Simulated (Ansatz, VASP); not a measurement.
## CrSiB3 in VASP and in Ansatz

```xyz
5
Lattice="3.9063 0.0000 0.0000 -1.9532 3.3830 0.0000 0.0000 0.0000 3.9856" Properties=species:S:1:pos:R:3 pbc="T T T"
Cr    0.0000    2.2553    0.0000
Si    1.9532    1.1277    0.0000
B     0.0000    2.2553    1.9928
B     0.0000    0.0000    0.0000
B     0.0000    0.0000    1.9928
```

Alike in both runs: functional PBE; k mesh 12 × 12 × 10; occupations gaussian, width 0.1 eV; no spin polarisation.

Ansatz relaxed the structure, and its values are those at the end. VASP's run is a single point on that final structure, the one shown.

|  | VASP | Ansatz |
| --- | --- | --- |
| version | VASP 6.6.1 | Ansatz 0.2.0 |
| potentials or method | VASP PAW PBE potentials, release 64 (Cr_pv, Si, B), cutoff 520 eV | scalar-relativistic, plane waves, PAW |
| valence electrons in the cell | 25 | 27 |

```tsv
	VASP	Ansatz	Ansatz less VASP
gap on the k mesh at the Fermi level (eV)	none	none	-
pressure (GPa)	-0.1	0.0	+0.12
```

A gap of «none» marks a metal or a gap that the smearing closes. VASP's potentials hold 25 valence electrons a cell and Ansatz's 27, so a difference there can come from the potentials and not from the codes.
